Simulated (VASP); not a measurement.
**Zn5O: single point with PBE**

Zn5O:

```xyz
12
Lattice="2.9338 0.0000 0.0000 -1.4669 2.5408 0.0000 0.0000 0.0000 22.2987" Properties=species:S:1:pos:R:3 pbc="T T T"
Zn    0.0000    0.0000    9.7790
Zn    0.0000    0.0000   20.9284
Zn    1.4669    0.8469    7.6818
Zn    1.4669    0.8469   18.8312
Zn    2.9338    0.0000    5.5747
Zn    2.9338    0.0000   16.7241
Zn    1.4669    0.8469    3.4676
Zn    1.4669    0.8469   14.6170
Zn    0.0000    0.0000    1.3704
Zn    0.0000    0.0000   12.5197
O     1.4669    0.8469    0.0000
O     1.4669    0.8469   11.1494
```

```
Program                : VASP 6.6.1
Task                   : single point
Functional             : PBE
Potentials or basis    : VASP PAW PBE potentials, release 64 (Zn, O)
Cutoff                 : 600 eV
k mesh                 : 12 × 12 × 1
Occupations            : gaussian, width 0.2 eV
Spin                   : no spin polarisation
Dipole correction      : no
Further INCAR settings : ALGO = Normal; EDIFF = 1e-06; NBANDS = 78
```

```
Pressure               : 0.4 GPa
Largest force          : 0.023 eV/Å
Band gap on the k mesh : zero (bands 66 and 67 overlap by 1.89 eV)
```

Forces in eV/Å, atoms in the order of the input:
```
Zn   0.000  0.000 -0.023
Zn   0.000  0.000 -0.023
Zn   0.000  0.000  0.004
Zn   0.000  0.000  0.004
Zn   0.000  0.000  0.000
Zn   0.000  0.000  0.000
Zn   0.000  0.000 -0.004
Zn   0.000  0.000 -0.004
Zn   0.000  0.000  0.023
Zn   0.000  0.000  0.023
O    0.000  0.000  0.000
O    0.000  0.000  0.000
```

Stress tensor (GPa, compression positive):
```
0.23 0.00 0.00
0.00 0.23 0.00
0.00 0.00 0.64
```

Levels at points of the mesh, in eV from the Fermi level:
```csv
k point,band 62,band 63,band 64,band 65,band 66,band 67,band 68,band 69,band 70,band 71
"(0.00, 0.00, 0.00)",-2.46,-2.23,-2.23,-2.23,-2.23,-0.48,1.37,1.77,4.42,4.65
"(0.50, 0.00, 0.00)",-2.93,-2.73,-2.56,-1.64,-0.95,-0.95,-0.16,0.34,0.61,1.55
```

Run time: 9 min on 1 thread of Oxide Virtual Turin-like Processor, on a shared host, peak memory 0.38 GiB.
